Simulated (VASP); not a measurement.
Set up this calculation in VASP 6.6.1, as the native input.

| Property | Result |
| --- | --- |
| Task | single point |
| Functional | r2SCAN |
| Potentials or basis | VASP PAW PBE potentials, release 64 (Ga_d) |
| Cutoff | 520 eV |
| k mesh | 13 × 13 × 13 |
| Occupations | fermi-dirac, width 0.1 eV |
| Spin | no spin polarisation |
| Dipole correction | no |
| Further INCAR settings | ALGO = Normal; EDIFF = 1e-06; NBANDS = 12 |

Ga:

```
Ga
1.0
     0.00000    2.07707    2.07707
     2.07707    0.00000    2.07707
     2.07707    2.07707    0.00000
Ga
1
Direct
  0.00000 0.00000 0.00000
```

One way to write it, as run:

POSCAR

```
Ga
1.0
    0.0000000000      2.0770707132      2.0770707132
    2.0770707132      0.0000000000      2.0770707132
    2.0770707132      2.0770707132      0.0000000000
Ga
1
Direct
    0.0000000000      0.0000000000      0.0000000000
```

INCAR.step1

```
SYSTEM = Ga
  PREC = Accurate
  ENCUT = 520
  ISMEAR = -1
  SIGMA = 0.1
  LREAL = .FALSE.
  LASPH = .TRUE.
  NELM = 100
  NBANDS = 12
  GGA = PE
  ALGO = Normal
  EDIFF = 1E-4
  LWAVE = .TRUE.
  LCHARG = .FALSE.
```

INCAR.step2

```
SYSTEM = Ga
  PREC = Accurate
  ENCUT = 520
  EDIFF = 1E-6
  ISMEAR = -1
  SIGMA = 0.1
  LREAL = .FALSE.
  LASPH = .TRUE.
  NELM = 100
  ALGO = Normal
  ISIF = 2
  LWAVE = .FALSE.
  LCHARG = .TRUE.
  METAGGA = R2SCAN
  LMIXTAU = .TRUE.
  LELF = .TRUE.
  LVHAR = .TRUE.
  NBANDS = 12
  ISTART = 1
```

KPOINTS

```
Automatic mesh
0
G
  13 13 13
  0 0 0
```

Potentials or basis: VASP PAW PBE potentials, release 64 (Ga_d).

Command:

```console
$ cat potpaw_PBE.64/Ga_d/POTCAR > POTCAR
$ cp INCAR.step1 INCAR
$ mpirun -np 1 vasp_std > vasp.out
$ cp INCAR.step2 INCAR
$ mpirun -np 1 vasp_std > vasp.out
```

It gave:

The pressure is 0.0 GPa.

Caveat: the PAW data sets were made with another functional, which shifts forces and pressure a little.

Run time: 45 s on 1 thread of Intel Xeon 6975P-C, on a shared host, peak memory 0.15 GiB.
